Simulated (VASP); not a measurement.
Runs of VASP 6.6.1 on SnO. The structure is that of space group P4/nmm (No. 129), or close to it. The cells are those of the table. 

| cell | gap on the mesh (eV) | pressure (GPa) | largest force (eV/Å) |
| --- | --- | --- | --- |
| a = 3.578, b = 3.578, c = 5.461 Å, 4 atoms | none | 4.5 | 0.99 |
| a = 3.484, b = 3.484, c = 5.760 Å, 4 atoms | 0.19 | 5.2 | 1.97 |
| a = 3.683, b = 3.683, c = 5.153 Å, 4 atoms | none | 3.6 | 0.13 |
| a = 3.741, b = 3.741, c = 4.996 Å, 4 atoms | none | 3.0 | 0.20 |
| a = 4.096, b = 4.096, c = 4.168 Å, 4 atoms | (b) | (a) | 0.67 |

Alike in all rows: task single point; level PBE+D3(BJ); potentials or basis VASP PAW PBE potentials, release 64 (Sn_d, O); no spin polarisation; k mesh 14 × 14 × 12; cutoff (eV) 520; smearing gaussian 0.15 eV.

Problem. Estimate the missing entries.

Solution. (a) -1.5; (b) 0.85.

Caveats: spin-orbit coupling is left out, which moves the levels of the heavy elements; semilocal functionals underestimate gaps, and a narrow one can read as zero (at least some runs); the stress differs along the axes, from -8 to 11 GPa (at least some runs); the stress differs along the axes, from -14 to 15 GPa (at least some runs); forces of over 1 eV/Å act on the atoms, so gaps and moduli don't describe the material at rest (at least some runs); the stress differs along the axes, from -2 to 7 GPa (at least some runs); the stress differs along the axes, from -5 to 5 GPa (at least some runs).

A k mesh can miss the band edges, and the runs leave out spin-orbit coupling on Sn.

A gap of «none» marks levels without a gap at the run's occupations.
